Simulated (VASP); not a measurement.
Wanted: the native input for a VASP 6.6.1 run.

| Property | Result |
| --- | --- |
| Task | single point |
| Functional | PBE |
| Potentials or basis | VASP PAW PBE potentials, release 64 (In_d, Sb) |
| Cutoff | 520 eV |
| k mesh | 10 × 10 × 10 |
| Occupations | gaussian, width 0.05 eV |
| Spin | no spin polarisation |
| Dipole correction | no |
| Further INCAR settings | ALGO = Normal; EDIFF = 1e-07; NBANDS = 16 |

The structure of InSb lies in POSCAR:

```
InSb
1.0
    0.0000000000      3.2949957723      3.2949957723
    3.2949957723      0.0000000000      3.2949957723
    3.2949957723      3.2949957723      0.0000000000
In Sb
1 1
Direct
    0.0000000000      0.0000000000      0.0000000000
    0.7500000000      0.7500000000      0.7500000000
```

This cell differs from its parent crystal: volume scaled by 0.980.

One way to write it, as run:

INCAR

```
PREC     = Accurate       # precision mode
ENCUT    = 520            # plane-wave cutoff, eV
EDIFF    = 1E-7           # SCF threshold, eV
ISMEAR   = 0              # smearing method
SIGMA    = 0.05           # smearing width, eV
LREAL    = False          # projectors in reciprocal space
LASPH    = True           # aspherical terms in the spheres
NELM     = 80             # most SCF steps
ALGO     = Normal         # electronic algorithm
ISIF     = 2              # what is computed and relaxed
LWAVE    = False          # write WAVECAR
LCHARG   = True           # write CHGCAR
GGA      = PE             # functional
LELF     = True           # ELF
LVHAR    = True         
NBANDS   = 16             # bands
```

KPOINTS

```
Automatic mesh
0
Gamma
  10 10 10
```

Potentials or basis: VASP PAW PBE potentials, release 64 (In_d, Sb).

The run is started by

```console
$ cat potpaw_PBE.64/In_d/POTCAR potpaw_PBE.64/Sb/POTCAR > POTCAR
$ mpirun -np 1 vasp_std > vasp.out
```

Results of the run:

```yaml
Pressure: 0.8 GPa
Band_gap_on_the_k_mesh: zero (filled and empty bands touch)
```

Caveat: spin-orbit coupling is left out, which moves the levels of the heavy elements.

It took 34 s on 1 thread of AMD EPYC 9R45 96-Core Processor (Zen 5), with other jobs on the host, peak memory 0.2 GiB.
